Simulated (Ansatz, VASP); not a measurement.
## Two plane-wave programs on Cu

```xyz
4
Lattice="2.1581 -4.5744 0.0000 2.1581 4.5744 0.0000 0.0000 0.0000 2.5582" Properties=species:S:1:pos:R:3 pbc="T T T"
Cu    2.1581    3.3631    0.0000
Cu    2.1581   -1.2113    1.2791
Cu    2.1581   -3.3631    2.5582
Cu    2.1581    1.2113    1.2791
```

Alike in both runs: functional PBE; k mesh 6 × 6 × 4; occupations gaussian, width 0.1 eV; no spin polarisation.

Ansatz relaxed the structure, and its values are those at the end. VASP's run is a single point on that final structure, the one shown.

```csv
,VASP,Ansatz
version,VASP 6.6.1,Ansatz 0.2.0
potentials or method,"VASP PAW PBE potentials, release 64 (Cu), cutoff 520 eV","scalar-relativistic, plane waves, PAW"
valence electrons in the cell,44,76
```

Ansatz gave:

| Property | Result |
| --- | --- |
| gap on the k mesh at the Fermi level (eV) | none |
| pressure (GPa) | -0.1 |

Question: Estimate VASP's values.

Answer: gap on the k mesh at the Fermi level (eV): none; pressure (GPa): 0.1.

A gap of «none» marks a metal or a gap that the smearing closes. With one functional, cell and mesh, what is left measures potentials, basis and numerics. VASP's potentials hold 44 valence electrons a cell and Ansatz's 76, so a difference there can come from the potentials and not from the codes.

The k mesh is coarse, so the values compare programs but aren't converged.
